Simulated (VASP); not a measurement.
Wanted: the native input for a VASP 6.6.1 run.

* Task: single point
* Functional: r2SCANh
* Potentials or basis: VASP PAW PBE potentials, release 64 (Mg, S)
* Cutoff: 520 eV
* k mesh: 4 × 4 × 4
* Occupations: gaussian, width 0.05 eV
* Spin: no spin polarisation
* Dipole correction: no
* Grid for exact exchange (PRECFOCK): Normal
* Further INCAR settings: ALGO = Normal; EDIFF = 1e-07; NBANDS = 11

Crystal: MgS.

```
CELL_PARAMETERS angstrom
0.00000 2.60165 2.60165
2.60165 0.00000 2.60165
2.60165 2.60165 0.00000
ATOMIC_POSITIONS crystal
Mg 0.00000 0.00000 0.00000
S 0.50000 0.50000 0.50000
```

The input as run:

POSCAR

```
MgS
1.0
    0.0000000000      2.6016508254      2.6016508254
    2.6016508254      0.0000000000      2.6016508254
    2.6016508254      2.6016508254      0.0000000000
Mg S
1 1
Direct
    0.0000000000      0.0000000000      0.0000000000
    0.5000000000      0.5000000000      0.5000000000
```

INCAR.step1

```
PREC = Accurate
ENCUT = 520
EDIFF = 1E-5
ISMEAR = 0
SIGMA = 0.05
LREAL = F
LASPH = T
NELM = 80
ALGO = Normal
ISIF = 2
LWAVE = T
LCHARG = F
NBANDS = 11
GGA = PE
```

INCAR.step2

```
PREC = Accurate
ENCUT = 520
EDIFF = 1E-7
ISMEAR = 0
SIGMA = 0.05
LREAL = F
LASPH = T
NELM = 80
ALGO = Normal
ISIF = 2
LWAVE = F
LCHARG = F
METAGGA = R2SCAN
LHFCALC = T
AEXX = 0.1
LMIXTAU = T
PRECFOCK = Normal
NBANDS = 11
ISTART = 1
```

KPOINTS

```
regular mesh
0
Gamma
  4 4 4
```

Potentials or basis: VASP PAW PBE potentials, release 64 (Mg, S).

The run is started by

```sh
$ cat potpaw_PBE.64/Mg/POTCAR potpaw_PBE.64/S/POTCAR > POTCAR
$ cp INCAR.step1 INCAR
$ mpirun -np 1 vasp_std > vasp.out
$ cp INCAR.step2 INCAR
$ mpirun -np 1 vasp_std > vasp.out
```

It gave:

The pressure is -0.5 GPa and the band gap on the k mesh is 4.02 eV, indirect (least direct gap 5.21 eV).

Caveat: the k points lie up to 0.52 Å⁻¹ apart; the PAW data sets were made with another functional, which shifts forces and pressure a little.

Run time: 81 s on 1 thread of Intel(R) Xeon(R) 6975P-C (Granite Rapids), on a shared host, peak memory 0.16 GiB.
